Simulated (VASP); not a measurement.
## Ir (a cell with a defect): single point with PBE+D4

Ir (a cell with a defect):

```
Ir
1.0
     0.00000    5.74680    5.74680
     3.83120    0.00000    3.83120
     3.83120    3.83120    0.00000
Ir
11
Direct
  0.00000 0.00000 0.50000
  0.00000 0.50000 0.00000
  0.00000 0.50000 0.50000
  0.33973 0.99127 0.99127
  0.32332 0.00078 0.51032
  0.32332 0.51032 0.00078
  0.32207 0.50592 0.50592
  0.66027 0.00873 0.00873
  0.67668 0.99922 0.48968
  0.67668 0.48968 0.99922
  0.67793 0.49408 0.49408
```

* Program: VASP 6.6.1
* Task: single point
* Functional: PBE
* Dispersion: D4
* Potentials or basis: VASP PAW PBE potentials, release 64 (Ir)
* Cutoff: 400 eV
* k mesh: 2 × 3 × 3
* Occupations: gaussian, width 0.05 eV
* Spin: no spin polarisation

```
Pressure                   : -6.2 GPa
Largest force              : 0.075 eV/Å
Band gap on the k mesh     : zero (an odd number of electrons rules out a gap without spin polarisation)
Dispersion energy per atom : -0.859 eV
```

Forces in eV/Å, atoms in the order of the input:
```
Ir   0.000  0.000  0.000
Ir   0.000  0.000  0.000
Ir   0.000  0.000  0.000
Ir   0.031 -0.048 -0.048
Ir   0.035  0.021 -0.028
Ir   0.035 -0.028  0.021
Ir  -0.024  0.004  0.004
Ir  -0.031  0.048  0.048
Ir  -0.035 -0.021  0.028
Ir  -0.035  0.028 -0.021
Ir   0.024 -0.004 -0.004
```

Stress tensor (GPa, compression positive):
```
-6.87  1.71  1.71
 1.71 -5.81 -0.01
 1.71 -0.01 -5.81
```

Levels at points of the mesh, in eV from the Fermi level:
| k point | band 46 | band 47 | band 48 | band 49 | band 50 | band 51 | band 52 | band 53 | band 54 | band 55 |
| --- | --- | --- | --- | --- | --- | --- | --- | --- | --- | --- |
| (0.00, 0.00, 0.00) | 0.10 | 0.25 | 0.31 | 0.49 | 0.55 | 0.93 | 1.28 | 1.33 | 1.35 | 1.39 |
| (0.50, 0.00, 0.00) | 0.23 | 0.76 | 0.86 | 1.27 | 1.28 | 1.32 | 1.35 | 1.39 | 1.43 | 1.47 |

Run time: 81 s on 1 thread of Intel(R) Xeon(R) Platinum 8488C (Sapphire Rapids), on a shared host, peak memory 0.25 GiB.

Caveat: the k points lie up to 0.47 Å⁻¹ apart, too coarse for converged energies and pressures of a metal; spin-orbit coupling is left out, which moves the levels of the heavy elements.
